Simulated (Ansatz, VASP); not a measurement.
LiH: VASP beside Ansatz

INCAR

```
SYSTEM = LiH
  PREC = Accurate
  ENCUT = 520
  EDIFF = 1E-6
  ISMEAR = -1
  SIGMA = 0.03
  LREAL = .FALSE.
  LASPH = .TRUE.
  NELM = 80
  ALGO = Normal
  ISIF = 2
  LWAVE = .FALSE.
  LCHARG = .FALSE.
  GGA = PE
  NBANDS = 9
```

The input KPOINTS:

```
regular mesh
0
G
  11 11 11
  0 0 0
```

Contents of POSCAR:

```
LiH
1.0
    0.0000000000      2.0325000000      2.0325000000
    2.0325000000      0.0000000000      2.0325000000
    2.0325000000      2.0325000000      0.0000000000
Li H
1 1
Direct
    0.0000000000      0.0000000000      0.0000000000
    0.5000000000      0.5000000000      0.5000000000
```

Input for Ansatz:

```yaml
crystal:
  lattice:
    - [0.0, 2.0325, 2.0325]
    - [2.0325, 0.0, 2.0325]
    - [2.0325, 2.0325, 0.0]
  atoms:
    - { symbol: Li, position: [0.0, 0.0, 0.0] }
    - { symbol: H, position: [0.5, 0.5, 0.5] }
kpoints:
  mp_grid: { grid: [11, 11, 11] }
  band_path:
    path:
      - [0.0, 0.0, 0.0]
      - [0.5, 0.0, 0.5]
      - [0.625, 0.25, 0.625]
      - [0.375, 0.375, 0.75]
      - [0.0, 0.0, 0.0]
      - [0.5, 0.5, 0.5]
      - [0.5, 0.25, 0.75]
      - [0.5, 0.0, 0.5]
    npoints: 5
scf:
  occupations: { method: fermi_dirac, width: 0.03 }
hamiltonian:
  xc: pbe
  pseudopotentials:
    kind: all_electron
    lapw: { basis_error: 0.001 }
    relativity: none
output:
  forces: true
  stress: true
  eigenvalues: true
```

Alike in both runs: task single point; functional PBE; k mesh 11 × 11 × 11; occupations fermi-dirac, width 0.03 eV; no spin polarisation.

|  | VASP | Ansatz |
| --- | --- | --- |
| version | VASP 6.6.1 | Ansatz 0.2.0 |
| potentials or method | VASP PAW PBE potentials, release 64 (Li_sv, H), cutoff 520 eV | all-electron LAPW, non-relativistic |

|  | VASP | Ansatz | Ansatz less VASP |
| --- | --- | --- | --- |
| gap on the k mesh at the Fermi level (eV) | 3.20 | 3.20 | +0.005 |

Ansatz ran all-electron here, and VASP with PAW potentials.

Noted on VASP's run: the cutoff is short for stress, so the pressure is rough.
